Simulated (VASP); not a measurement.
# Si6S in VASP: notebook

The runs below take Si6S through single point, with PBE.

Everything below comes from runs of VASP 6.6.1. Logs are shortened: lines on timing, memory, paths and dates and some standing lists are left out, and cuts for length are marked.

## (1) The cell of the first run

The cell holds a slab with vacuum, 7 atoms: a = 3.868 Å, b = 5.470 Å, c = 19.224 Å, α = 90.00°, β = 90.00°, γ = 90.00°.

## (2) Single point, PBE, collinear spin

Contents of INCAR:

```
ALGO     = Normal         # electronic algorithm
DIPOL    = 0.5 0.5 0.334
EDIFF    = 1E-7           # SCF threshold, eV
ENCUT    = 520            # plane-wave cutoff, eV
GGA      = PE             # functional
IDIPOL   = 3            
ISIF     = 2              # what is computed and relaxed
ISMEAR   = 0              # smearing method
ISPIN    = 2              # spin polarisation
LASPH    = True           # aspherical terms in the spheres
LCHARG   = False          # write CHGCAR
LDIPOL   = True         
LORBIT   = 11             # projections on sites
LREAL    = False          # projectors in reciprocal space
LWAVE    = False          # write WAVECAR
MAGMOM   = 0 0 0 0 0 0 2  # initial moments
NBANDS   = 28             # bands
NELM     = 150            # most SCF steps
PREC     = Accurate       # precision mode
SIGMA    = 0.05           # smearing width, eV
```

Contents of KPOINTS:

```
k-points
0
Gamma
  7 5 1
```

Contents of POSCAR:

```
Si6S
1.0
    3.8675355695      0.0000000000      0.0000000000
    0.0000000000      5.4695212554      0.0000000000
    0.0000000000      0.0000000000     19.2238421361
Si S
6 1
Direct
    0.5000000000      0.0000000000      0.2080749505
    0.0000000000      0.2500000000      0.2080749505
    0.0000000000      0.5024402202      0.3062860998
    0.5000000000      0.7475597798      0.3062860998
    0.5000000000      0.0098635024      0.4017845174
    0.0000000000      0.2401364976      0.4017845174
    0.6666666667      0.0098635024      0.5043759069
```

Potentials or basis: VASP PAW PBE potentials, release 64 (Si, S).

Launch:

```console
$ cat potpaw_PBE.64/Si/POTCAR potpaw_PBE.64/S/POTCAR > POTCAR
$ mpirun -np 1 vasp_std > vasp.out
```

OUTCAR:

```text
EDIFF = 1E-7
   ENCUT = 520
   GGA = PE
   ISIF = 2
   ISMEAR = 0
   ISPIN = 2
   LASPH = True
   LORBIT = 11
   LREAL = False
   NELM = 150
   PREC = Accurate

 ion  position               nearest neighbor table
   1  0.500  0.000  0.208-   4 2.34   2 2.37   2 2.37
   2  0.000  0.250  0.208-   3 2.34   1 2.37   1 2.37
   3  0.000  0.502  0.306-   6 2.33   2 2.34   4 2.35   4 2.35
   4  0.500  0.748  0.306-   5 2.33   1 2.34   3 2.35   3 2.35
   5  0.500  0.010  0.402-   7 2.07   6 2.31   6 2.31   4 2.33
   6  0.000  0.240  0.402-   5 2.31   5 2.31   3 2.33   7 2.67
   7  0.667  0.010  0.504-   5 2.07   6 2.67

  LATTYP: Found a simple orthorhombic cell.
 ALAT       =     3.8675355695
 B/A-ratio  =     1.4142135624
 C/A-ratio  =     4.9705663440

  Lattice vectors:

 A1 = (   3.8675355695,   0.0000000000,   0.0000000000)
 A2 = (   0.0000000000,   5.4695212554,   0.0000000000)
 A3 = (   0.0000000000,   0.0000000000,  19.2238421361)

Analysis of symmetry for initial positions (statically):
=====================================================================
 Subroutine PRICEL returns:
 Original cell was already a primitive cell.

 Routine SETGRP: Setting up the symmetry group for a
 simple orthorhombic supercell.

 Subroutine GETGRP returns: Found  1 space group operations
 (whereof  1 operations were pure point group operations)
 out of a pool of  8 trial point group operations.

The static configuration has the point symmetry C_1 .

Analysis of symmetry for dynamics (positions and initial velocities):
=====================================================================
 Subroutine PRICEL returns:
 Original cell was already a primitive cell.

 Routine SETGRP: Setting up the symmetry group for a
 simple orthorhombic supercell.

 Subroutine GETGRP returns: Found  1 space group operations
 (whereof  1 operations were pure point group operations)
 out of a pool of  8 trial point group operations.

The dynamic configuration has the point symmetry C_1 .

Analysis of structural, dynamic, and magnetic symmetry:
=====================================================================
 Subroutine PRICEL returns:
 Original cell was already a primitive cell.

 Routine SETGRP: Setting up the symmetry group for a
 simple orthorhombic supercell.

 Subroutine GETGRP returns: Found  1 space group operations
 (whereof  1 operations were pure point group operations)
 out of a pool of  8 trial point group operations.

The overall configuration has the point symmetry C_1 .

 Subroutine INISYM returns: Found  1 space group operations
 (whereof  1 operations are pure point group operations),
 and found     1 'primitive' translations

----------------------------------------------------------------------------------------

                                     Primitive cell

  volume of cell :     406.6529

  direct lattice vectors                    reciprocal lattice vectors
     3.867535570  0.000000000  0.000000000     0.258562586  0.000000000  0.000000000
     0.000000000  5.469521255  0.000000000     0.000000000  0.182831358  0.000000000
     0.000000000  0.000000000 19.223842136     0.000000000  0.000000000  0.052018738

  length of vectors
     3.867535570  5.469521255 19.223842136     0.258562586  0.182831358  0.052018738

  position of ions in fractional coordinates (direct lattice)
     0.500000000  0.000000000  0.208074950
     0.000000000  0.250000000  0.208074950
     0.000000000  0.502440220  0.306286100
     0.500000000  0.747559780  0.306286100
     0.500000000  0.009863502  0.401784517
     0.000000000  0.240136498  0.401784517
     0.666666667  0.009863502  0.504375907

  ion indices of the primitive-cell ions
   primitive index   ion index
                 1           1
[... 52 lines left out ...]
  0.428571 -0.400000  0.000000      2.000000
   k-points           NKPTS =     18   k-points in BZ     NKDIM =     18   number of bands    NBANDS=     28
   number of dos      NEDOS =    301   number of ions     NIONS =      7
   total plane-waves  NPLWV = 181440
   dimension x,y,z NGX =    30 NGY =   42 NGZ =  144
   dimension x,y,z NGXF=    60 NGYF=   84 NGZF=  288
   ions per type =               6   1
   NGX,Y,Z   is equivalent  to a cutoff of  12.90, 12.77, 12.45 a.u.
   NGXF,Y,Z  is equivalent  to a cutoff of  25.79, 25.53, 24.91 a.u.
 SYSTEM =  unknown system
   PREC   = accura    normal or accurate (medium, high low for compatibility)
   ISTART =      0    job   : 0-new  1-cont  2-samecut
   ICHARG =      2    charge: 1-file 2-atom 10-const
   ISPIN  =      2    spin polarized calculation?
   LNONCOLLINEAR =      F non collinear calculations
   LSORBIT =      F    spin-orbit coupling
   LASPH  =      T    aspherical Exc in radial PAW
   ENCUT  =  520.0 eV  38.22 Ry    6.18 a.u.   7.19 10.17 35.74*2*pi/ulx,y,z
   NELM   =    150;   NELMIN=  2; NELMDL= -5     # of ELM steps
   EDIFF  = 0.1E-06   stopping-criterion for ELM
   LREAL  =      F    real-space projection
   EDIFFG = 0.1E-05   stopping-criterion for IOM
   NSW    =      0    number of steps for IOM
   IBRION =     -1    ionic relax: 0-MD 1-quasi-New 2-CG
   NFREE  =      0    steps in history (QN), initial steepest desc. (CG)
   ISIF   =      2    stress and relaxation
   ISYM   =      2    0-nonsym 1-usesym 2-fastsym
   POTIM  = 0.5000    time-step for ionic-motion
   TEBEG  =    0.0;   TEEND  =   0.0 temperature during run
   PSTRESS=    0.0 pullay stress
   NELECT =      30.0000    total number of electrons
   NUPDOWN=      -1.0000    fix difference up-down
   EMIN   =  10.00;   EMAX   =-10.00  energy-range for DOS
   EFERMI =   0.00;   METHOD = LEGACY
   ISMEAR =     0;   SIGMA  =   0.05  broadening in eV -4-tet -1-fermi 0-gaus
   EFERMI_NEDOS =   21; number of points for ismear=-14 and -15
   IALGO  =     38    algorithm
   IMIX   =      4    mixing-type and parameters
     AMIX     =   0.40;   BMIX     =  1.00
     AMIX_MAG =   1.60;   BMIX_MAG =  1.00
  volume/ion in A,a.u.               =      58.09       392.03
  Fermi-wavevector in a.u.,A,eV,Ry     =   0.686606  1.297496  6.414156  0.471427
  Thomas-Fermi vector in A             =   1.766882
   LORBIT       =     11    0 simple, 1 ext, 2 COOP (PROOUT), +10 PAW based schemes
   GGA     = PE    functional components
   LHFCALC =     F    Hartree Fock is set to
   AEXX    =    0.0000 exact exchange contribution
   IVDW    =     0    specifies the selected vdW correction
   LEPSILON=     F    determine dielectric tensor
   LRPA    =     F    only Hartree local field effects (RPA)
 spin polarized calculation
 Gauss-broadening in eV      SIGMA  =   0.05
  energy-cutoff  :      520.00
  volume of cell :      406.65
 maximum number of plane-waves:     10975
 NGX is ok and might be reduce to    30
   NGX = 15   NGY = 21   NGZ = 71

 dipolmoment           0.000000      0.000000     -0.267398 electrons x Angstroem

 number of electron      29.9999998 magnetization       0.3857026

 dipolmoment           0.000000      0.000000      0.130070 electrons x Angstroem

 Free energy of the ion-electron system (eV)
  ---------------------------------------------------
  ext. energy  EPLUGINS =         0.00000000
  ---------------------------------------------------
  free energy    TOTEN  =       -32.99870341 eV

  energy without entropy =      -32.99293765  energy(sigma->0) =      -32.99582053

 E-fermi :  -1.6903     XC(G=0):  -4.1294

 val. band max:       -1.7024562063   @ k =   0.1429   0.0000   0.0000
 cond. band min:      -1.6899387437   @ k =   0.1429   0.4000   0.0000
 fundamental gap:      0.0125174626
 Fermi energy:        -1.6903020053

 spin component 1

 k-point     1 :       0.0000    0.0000    0.0000
  band No.  band energies     occupation
      1     -14.5673      1.00000
      2     -12.6984      1.00000
      3     -10.7419      1.00000
      4      -9.4392      1.00000
      5      -8.7398      1.00000
      6      -6.4253      1.00000
[... 529 lines left out ...]
     26       4.2610      0.00000
     27       4.7134      0.00000
 Fermi energy:        -1.6903020053

 spin component 2

 k-point     1 :       0.0000    0.0000    0.0000
  band No.  band energies     occupation
      1     -14.5561      1.00000
      2     -12.6525      1.00000
      3     -10.6770      1.00000
      4      -9.4223      1.00000
      5      -8.6878      1.00000
      6      -6.3562      1.00000
[... 529 lines left out ...]
     26       4.2919      0.00000
     27       4.7638      0.00000
 [bands above 27 left out]

------------------------ aborting loop because EDIFF is reached ----------------------------------------

 vacuum level on the upper side and lower side of the slab       (xc-potential included)         0.424        -0.657

  FORCE on cell =-STRESS in cart. coord.  units (eV):
  Direction    XX          YY          ZZ          XY          YZ          ZX
  --------------------------------------------------------------------------------------
  -------------------------------------------------------------------------------------
  Total        0.7236265      0.4537777      0.2127672     -0.9623284      0.5602483      1.8002415
  in kB        2.8510262      1.7878452      0.8382843     -3.7914912      2.2073304      7.0927971
  external PRESSURE =       1.8257186 kB  Pullay stress =       0.0000000 kB

 VOLUME and BASIS-vectors are now :
 -----------------------------------------------------------------------------
  energy-cutoff  :      520.00
  volume of cell :      406.65
      direct lattice vectors                 reciprocal lattice vectors
     3.867535570  0.000000000  0.000000000     0.258562586  0.000000000  0.000000000
     0.000000000  5.469521255  0.000000000     0.000000000  0.182831358  0.000000000
     0.000000000  0.000000000 19.223842136     0.000000000  0.000000000  0.052018738

 POSITION                                       TOTAL-FORCE (eV/Angst)
 -----------------------------------------------------------------------------------
      1.93377      0.00000      4.00000        -0.042200      0.629756      0.103925
      0.00000      1.36738      4.00000         0.041170     -0.609720     -0.038084
      0.00000      2.74811      5.88800        -0.098404      0.377375     -0.029912
      1.93377      4.08879      5.88800        -0.001295     -0.390534     -0.264375
      1.93377      0.05395      7.72384        -0.229242      0.341041     -0.080008
      0.00000      1.31343      7.72384        -0.488138     -0.657620      0.342521
      2.57836      0.05395      9.69604         0.818108      0.309704     -0.034067
 -----------------------------------------------------------------------------------
    total drift:                                0.000014      0.000048     -0.000165

  FREE ENERGIE OF THE ION-ELECTRON SYSTEM (eV)
  ---------------------------------------------------
  free  energy   TOTEN  =       -32.9987034133 eV

  energy  without entropy=      -32.9929376523  energy(sigma->0) =      -32.99582053

 vacuum level on the upper side and lower side of the slab         4.199         3.094

 total charge

# of ion       s       p       d       tot
------------------------------------------
    1        0.795   0.833   0.000   1.628
    2        0.806   0.826   0.000   1.633
    3        0.777   0.897   0.000   1.674
    4        0.775   0.908   0.000   1.683
    5        0.755   0.924   0.000   1.680
    6        0.800   0.836   0.000   1.636
    7        1.370   2.294   0.000   3.664
--------------------------------------------------
tot          6.079   7.519   0.000  13.598

 magnetization (x)

# of ion       s       p       d       tot
------------------------------------------
    1        0.023   0.117   0.000   0.141
    2       -0.003  -0.021   0.000  -0.024
    3        0.005   0.009   0.000   0.014
    4        0.000   0.001   0.000   0.001
    5        0.003  -0.000   0.000   0.003
    6       -0.000  -0.010   0.000  -0.011
    7        0.000   0.012   0.000   0.012
--------------------------------------------------
tot          0.028   0.108   0.000   0.136
```

Run time: 8.8 min. Hardware: 1 thread of Intel Xeon 6975P-C (Granite Rapids), shared host; peak memory 0.75 GiB.

Results:

```yaml
Free_energy: -32.9987 eV
Largest_force: 0.888 eV/Å
Net_moment: 0.39 μB per cell
Site_moments: Si +0.14, -0.02, +0.01, +0.00, -0.01 (each value once); S +0.01 μB
Valence_electrons_inside_the_program's_atomic_spheres: Si 1.63, 1.67, 1.68, 1.64 (each value once); S 3.66
```

Forces on the atoms (eV/Å):
```
Si  -0.042  0.630  0.104
Si   0.041 -0.610 -0.038
Si  -0.098  0.377 -0.030
Si  -0.001 -0.391 -0.264
Si  -0.229  0.341 -0.080
Si  -0.488 -0.658  0.343
S    0.818  0.310 -0.034
```

Caveat: a moment this small can come from the mesh or the smearing.

## (3) Single point, PBE, collinear spin

Contents of INCAR:

```
PREC     = Accurate       # precision mode
ENCUT    = 520            # plane-wave cutoff, eV
EDIFF    = 1E-6           # SCF threshold, eV
ISMEAR   = 0              # smearing method
SIGMA    = 0.05           # smearing width, eV
LREAL    = False          # projectors in reciprocal space
LASPH    = True           # aspherical terms in the spheres
NELM     = 150            # most SCF steps
ALGO     = Normal         # electronic algorithm
ISIF     = 2              # what is computed and relaxed
LWAVE    = False          # write WAVECAR
LCHARG   = True           # write CHGCAR
ISPIN    = 2              # spin polarisation
MAGMOM   = 0 0 0 0 0 0 2  # initial moments
LORBIT   = 11             # projections on sites
LDIPOL   = True         
IDIPOL   = 3            
DIPOL    = 0.5 0.5 0.329
GGA      = PE             # functional
LELF     = True           # ELF
LVHAR    = True         
LVACPOTAV= True         
NBANDS   = 28             # bands
```

Contents of KPOINTS:

```
regular mesh
0
Gamma
  7 5 1
```

Edit POSCAR of step 2 so:

```diff
@@ -14,2 +14,2 @@
     0.0000000000      0.2401364976      0.4017845174
-    0.6666666667      0.0098635024      0.5043759069
+    0.8333333333      0.5098635024      0.4717086909
```

Potentials or basis: VASP PAW PBE potentials, release 64 (Si, S).

Launch:

```console
$ cat potpaw_PBE.64/Si/POTCAR potpaw_PBE.64/S/POTCAR > POTCAR
$ mpirun -np 1 vasp_std > vasp.out
```

Run time: 14 min. Hardware: 1 thread of Intel Xeon Platinum 8488C (Sapphire Rapids), shared host; peak memory 0.75 GiB.

It converged, with:

* Free energy: -33.1222 eV
* Largest force: 1.114 eV/Å
* Net moment: 0.41 μB per cell
* Site moments: Si -0.06, +0.14, +0.00, +0.01, +0.04 (each value once); S +0.01 μB
* Valence electrons inside the program's atomic spheres: Si 1.63, 1.67, 1.68, 1.64 (each value once); S 3.66

Forces on the atoms (eV/Å):
```
Si  -0.060  0.839  0.156
Si   0.037 -0.842 -0.129
Si   0.041  0.190 -0.612
Si  -0.073 -0.208  0.016
Si   0.394 -0.875 -0.297
Si  -0.442  0.496  0.895
S    0.104  0.402 -0.028
```

Levels at points of the mesh, in eV from the Fermi level:
Spin up:
| k point | band 12 | band 13 | band 14 | band 15 | band 16 | band 17 | band 18 | band 19 |
| --- | --- | --- | --- | --- | --- | --- | --- | --- |
| (0.00, 0.00, 0.00) | -1.23 | -0.72 | -0.43 | -0.16 | 0.54 | 1.31 | 1.44 | 2.54 |
Spin down:
| k point | band 11 | band 12 | band 13 | band 14 | band 15 | band 16 | band 17 | band 18 | band 19 | band 20 |
| --- | --- | --- | --- | --- | --- | --- | --- | --- | --- | --- |
| (0.00, 0.00, 0.00) | -1.46 | -1.19 | -0.42 | -0.35 | -0.14 | 0.47 | 1.36 | 1.67 | 2.59 | 2.99 |

Caveat: a moment this small can come from the mesh or the smearing.
